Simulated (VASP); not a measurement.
## SrO: single point with PBE

The system is SrO.

```
Sr O
1.0
     4.27547    0.00000    0.00000
    -2.13773    3.70266    0.00000
     0.00000    0.00000    5.15559
Sr O
2 2
Direct
  0.33333 0.66667 0.93813
  0.66667 0.33333 0.43813
  0.33333 0.66667 0.43687
  0.66667 0.33333 0.93687
```

```json
{
 "Program": "VASP 6.6.1",
 "Task": "single point",
 "Functional": "PBE",
 "Potentials or basis": "VASP PAW PBE potentials, release 64 (Sr_sv, O)",
 "Cutoff": "520 eV",
 "k mesh": "9 × 9 × 6",
 "Occupations": "gaussian, width 0.05 eV",
 "Spin": "no spin polarisation"
}
```

```yaml
Pressure: 1.4 GPa
Largest_force: 0.014 eV/Å
Band_gap_on_the_k_mesh: 2.63 eV, direct
```

Forces in eV/Å, atoms in the order of the input:
```
Sr   0.000  0.000 -0.014
Sr   0.000  0.000 -0.014
O    0.000  0.000  0.014
O    0.000  0.000  0.014
```

Stress tensor (GPa, compression positive):
```
1.25 0.00 0.00
0.00 1.25 0.00
0.00 0.00 1.56
```

Levels at points of the mesh, in eV from the valence-band top:
```csv
k point,band 14,band 15,band 16,band 17,band 18,band 19
"(0.00, 0.00, 0.00)",-0.89,-0.34,0.00,2.63,6.11,6.11
"(0.00, 0.00, 0.50)",-1.09,-1.09,-1.09,4.32,4.32,7.84
```

It took 35 s on 1 thread of Intel(R) Xeon(R) 6975P-C (Granite Rapids), with other jobs on the host, peak memory 0.24 GiB.

A k mesh can miss the band edges.
